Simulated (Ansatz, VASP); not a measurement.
Two plane-wave programs on Ru

```
Ru
1.0
     2.70783    0.00000    0.00000
    -1.35391    2.34505    0.00000
     0.00000    0.00000    4.26810
Ru
2
Cartesian
  0.0000 1.5634 1.0670
  1.3539 0.7817 3.2011
```

Alike in both runs: task relaxation of cell and atoms; functional PBE; dispersion D3(BJ); k mesh 18 × 18 × 10; occupations gaussian, width 0.1 eV; no spin polarisation.

|  | VASP | Ansatz |
| --- | --- | --- |
| version | VASP 6.6.1 | Ansatz 0.2.0 |
| potentials or method | VASP PAW PBE potentials, release 64 (Ru_pv), cutoff 600 eV | scalar-relativistic, plane waves, PAW |
| valence electrons in the cell | 28 | 32 |

|  | VASP | Ansatz | Ansatz less VASP |
| --- | --- | --- | --- |
| gap on the k mesh at the Fermi level, each at its own relaxed structure (eV) | none | none | - |
| relaxed volume (Å³/atom) | 13.44 | 13.44 | +0.005 |
| relaxed length of the cell vector where the two differ most in proportion (Å) | 2.697 | 2.698 | +0.0004 |

A gap of «none» marks a metal or a gap that the smearing closes. VASP's potentials hold 28 valence electrons a cell and Ansatz's 32, so a difference there can come from the potentials and not from the codes.
